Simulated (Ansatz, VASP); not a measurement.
## K3Zr2S: VASP beside Ansatz

Contents of INCAR:

```
SYSTEM = K3Zr2S
  PREC = Accurate
  ENCUT = 600
  EDIFF = 1E-6
  ISMEAR = 0
  SIGMA = 0.1
  LREAL = .FALSE.
  LASPH = .TRUE.
  NELM = 60
  ALGO = Normal
  ISIF = 3
  LWAVE = .FALSE.
  LCHARG = .FALSE.
  GGA = PE
  IBRION = 2
  NSW = 90
  EDIFFG = -0.04
```

KPOINTS

```
Automatic mesh
0
G
  6 6 2
  0 0 0
```

POSCAR

```
K3Zr2S
1.0
    4.3169947600      0.0000000000      0.0000000000
   -2.1584973800      3.7386271300      0.0000000000
    0.0000000000      0.0000000000     10.7121589700
K Zr S
3 2 1
Direct
    0.3333333300      0.6666666700      0.3480919900
    0.6666666700      0.3333333300      0.6519080100
    0.0000000000      0.0000000000      0.0000000000
    0.3333333300      0.6666666700      0.8271350300
    0.6666666700      0.3333333300      0.1728649700
    0.0000000000      0.0000000000      0.5000000000
```

Input for Ansatz:

```yaml
crystal:
  lattice:
    - [4.31699476, 0.0, 0.0]
    - [-2.15849738, 3.73862713, 0.0]
    - [0.0, 0.0, 10.71215897]
  atoms:
    - { symbol: K, position: [0.33333333, 0.66666667, 0.34809199] }
    - { symbol: K, position: [0.66666667, 0.33333333, 0.65190801] }
    - { symbol: K, position: [0.0, 0.0, 0.0] }
    - { symbol: Zr, position: [0.33333333, 0.66666667, 0.82713503] }
    - { symbol: Zr, position: [0.66666667, 0.33333333, 0.17286497] }
    - { symbol: S, position: [0.0, 0.0, 0.5] }
basis:
  ecutwfc: 420
kpoints:
  mp_grid: { grid: [6, 6, 2] }
hamiltonian:
  xc: pbe
scf:
  occupations: { method: gaussian, width: 0.1 }
  lower_state_search: "off"
output:
  forces: true
  stress: true
  eigenvalues: true
relax:
  adjacent_minimum: "off"
  f_tol: 0.04
  max_steps: 70
  cell: { stress_tol: 0.4 }
```

Change from the starting cell: species swapped into the Sn2GeTe3 type (P-3m1, No. 164).

Alike in both runs: task relaxation of cell and atoms; functional PBE; k mesh 6 × 6 × 2; occupations gaussian, width 0.1 eV; no spin polarisation.

|  | VASP | Ansatz |
| --- | --- | --- |
| version | VASP 6.6.1 | Ansatz 0.2.0 |
| potentials or method | VASP PAW PBE potentials, release 64 (K_sv, Zr_sv, S), cutoff 600 eV | scalar-relativistic, plane waves, PAW |
| valence electrons in the cell | 57 | 57 |

Ansatz gave:

* gap on the k mesh at the Fermi level, each at its own relaxed structure (eV): none
* relaxed volume (Å³/atom): 34.98
* relaxed length of the cell vector where the two differ most in proportion (Å): 5.313

Task: Which values does VASP return?

Result: gap on the k mesh at the Fermi level, each at its own relaxed structure (eV): none; relaxed volume (Å³/atom): 29.63; relaxed length of the cell vector where the two differ most in proportion (Å): 3.320.

A gap of «none» marks a metal or a gap that the smearing closes. One of these differences is far larger than is usual between the two programs; its cause wasn't traced.
